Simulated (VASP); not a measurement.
Here is a VASP 6.6.1 calculation.

Contents of INCAR:

```
ALGO = Normal ; EDIFF = 1E-6
ENCUT = 520 ; GGA = CA
ISIF = 2 ; ISMEAR = -1
LASPH = True ; LCHARG = True
LELF = True ; LREAL = False
LVHAR = True ; LWAVE = False
NBANDS = 19 ; NELM = 100
PREC = Accurate ; SIGMA = 0.05
```

Contents of KPOINTS:

```
k-points
0
Gamma
  11 11 6
```

Contents of POSCAR:

```
Zn
1.0
    2.6154949103      0.0000000000      0.0000000000
   -1.3077474551      2.2650850358      0.0000000000
    0.0000000000      0.0000000000      4.8646246159
Zn
2
Direct
    0.6666666667      0.3333333333      0.7500000000
    0.3333333333      0.6666666667      0.2500000000
```

Potentials or basis: VASP PAW LDA potentials, release 64 (Zn).

Run with:

```bash
$ cat potpaw_LDA.64/Zn/POTCAR > POTCAR
$ mpirun -np 1 vasp_std > vasp.out
```

Estimate the pressure.

-4.5 GPa.

Estimate the band gap on the k mesh.

zero (band 12 reaches 5.02 eV, above the bottom of band 13 at 0.20 eV).

Stress tensor (GPa, compression positive):
```
-4.30  0.00  0.00
 0.00 -4.30  0.00
 0.00  0.00 -4.90
```
